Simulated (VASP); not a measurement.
Set up this calculation in VASP 6.6.1, as the native input.

- Task: single point
- Functional: PBE
- Potentials or basis: VASP PAW PBE potentials, release 64 (N_h)
- Cutoff: 1330 eV
- k mesh: 3 × 3 × 3
- Occupations: gaussian, width 0.02 eV
- Spin: no spin polarisation
- Dipole correction: no
- Further INCAR settings: LREAL = Auto; ALGO = Normal; EDIFF = 1e-06; NBANDS = 54

The structure of N lies in POSCAR:

```
N
1.0
    5.2910286572      3.0547768195      4.7483533808
   -5.2910286572      3.0547768195      4.7483533808
    0.0000000000     -6.1095536391      4.7483533808
N
16
Direct
    0.5536736620      0.0344261084      0.7131311227
    0.9655738916      0.2868688773      0.4463263380
    0.7131311227      0.5536736620      0.0344261084
    0.9613236726      0.9613236726      0.9613236726
    0.5344261084      0.0536736620      0.2131311227
    0.7868688773      0.4655738916      0.9463263380
    0.2868688773      0.4463263380      0.9655738916
    0.0386763274      0.0386763274      0.0386763274
    0.4655738916      0.9463263380      0.7868688773
    0.5386763274      0.5386763274      0.5386763274
    0.4463263380      0.9655738916      0.2868688773
    0.4613236726      0.4613236726      0.4613236726
    0.0344261084      0.7131311227      0.5536736620
    0.9463263380      0.7868688773      0.4655738916
    0.2131311227      0.5344261084      0.0536736620
    0.0536736620      0.2131311227      0.5344261084
```

These files were run (other wordings do the same):

INCAR

```
PREC = Accurate
ENCUT = 1330
EDIFF = 1E-6
ISMEAR = 0
SIGMA = 0.02
LREAL = Auto
LASPH = True
NELM = 120
ALGO = Normal
ISIF = 2
LWAVE = False
LCHARG = True
GGA = PE
LELF = True
LVHAR = True
NBANDS = 54
GGA_COMPAT = False
```

KPOINTS

```
Automatic mesh
0
Gamma
  3 3 3
```

Potentials or basis: VASP PAW PBE potentials, release 64 (N_h).

The run is started by

```bash
$ cat potpaw_PBE.64/N_h/POTCAR > POTCAR
$ mpirun -np 1 vasp_std > vasp.out
```

It gave:

* Pressure: 0.0 GPa
* Largest force: 0.056 eV/Å
* Band gap on the k mesh: 7.75 eV (least direct gap 7.77 eV)

Caveat: this functional lacks dispersion, which holds the molecules together, so the pressure and a relaxed volume are unreliable.

Wall time 14 min on 1 thread of Intel(R) Xeon(R) Platinum 8259CL CPU @ 2.50GHz (Skylake/Cascade Lake), on a shared host, peak memory 1.6 GiB.
